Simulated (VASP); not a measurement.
A run of VASP 6.6.1 is set up as follows.

The input INCAR:

```
SYSTEM = Pb
PREC = Accurate
ENCUT = 520
EDIFF = 1E-6
ISMEAR = 0
SIGMA = 0.15
LREAL = .FALSE.
LASPH = .TRUE.
NELM = 60
ALGO = Fast
ISIF = 2
LWAVE = .FALSE.
LCHARG = .TRUE.
GGA = PS
LELF = .TRUE.
LVHAR = .TRUE.
NBANDS = 21
```

Contents of KPOINTS:

```
Automatic mesh
0
G
  18 18 10
  0 0 0
```

The input POSCAR:

```
Pb
1.0
    3.4800006906      0.0000000000      0.0000000000
   -1.7400003453      3.0137690032      0.0000000000
    0.0000000000      0.0000000000      5.3664000000
Pb
2
Direct
    0.3333333333      0.6666666667      0.2500000000
    0.6666666667      0.3333333333      0.7500000000
```

Potentials or basis: VASP PAW PBE potentials, release 64 (Pb_d).

The run is started by

```bash
$ cat potpaw_PBE.64/Pb_d/POTCAR > POTCAR
$ mpirun -np 1 vasp_std > vasp.out
```

Question: Predict the band gap on the k mesh.

Answer: Zero (bands 14 and 15 overlap by 7.78 eV).

Question: What does it give for the pressure?

Answer: 3.3 GPa.

Stress tensor (GPa, compression positive):
```
2.20 0.00 0.00
0.00 2.20 0.00
0.00 0.00 5.47
```

Caveat: the cell differs from its parent crystal (strain +0.000 along x and y, -0.040 along z); the cell stands under pressure; the PAW data sets were made with another functional, which shifts forces and pressure a little; spin-orbit coupling is left out, which moves the levels of the heavy elements.
